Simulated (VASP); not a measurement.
Wanted: the native input for a VASP 6.6.1 run.

- Task: single point
- Functional: PBE
- Potentials or basis: VASP PAW PBE potentials, release 64 (Pd)
- Cutoff: 520 eV
- k mesh: 20 × 20 × 20
- Occupations: gaussian, width 0.05 eV
- Spin: no spin polarisation
- Dipole correction: no
- Further INCAR settings: ALGO = Normal; EDIFF = 1e-07; NBANDS = 11

The structure of Pd lies in POSCAR:

```
Pd
1.0
    0.0000000000      1.9465000000      1.9465000000
    1.9465000000      0.0000000000      1.9465000000
    1.9465000000      1.9465000000      0.0000000000
Pd
1
Direct
    0.0000000000      0.0000000000      0.0000000000
```

The input as run:

INCAR

```
ALGO     = Normal         # electronic algorithm
EDIFF    = 1E-7           # SCF threshold, eV
ENCUT    = 520            # plane-wave cutoff, eV
GGA      = PE             # functional
ISIF     = 2              # what is computed and relaxed
ISMEAR   = 0              # smearing method
LASPH    = True           # aspherical terms in the spheres
LCHARG   = True           # write CHGCAR
LELF     = True           # ELF
LREAL    = False          # projectors in reciprocal space
LVHAR    = True         
LWAVE    = False          # write WAVECAR
NBANDS   = 11             # bands
NELM     = 60             # most SCF steps
PREC     = Accurate       # precision mode
SIGMA    = 0.05           # smearing width, eV
```

KPOINTS

```
k-points
0
Gamma
  20 20 20
```

Potentials or basis: VASP PAW PBE potentials, release 64 (Pd).

Launch:

```bash
$ cat potpaw_PBE.64/Pd/POTCAR > POTCAR
$ mpirun -np 1 vasp_std > vasp.out
```

It gave:

```
Pressure               : 6.6 GPa
Band gap on the k mesh : zero (bands 5 and 6 overlap by 1.59 eV)
```

Caveat: the cell stands under pressure.

It took 54 s on 1 thread of Intel(R) Xeon(R) Platinum 8259CL CPU @ 2.50GHz (Skylake/Cascade Lake), with other jobs on the host, peak memory 0.15 GiB.
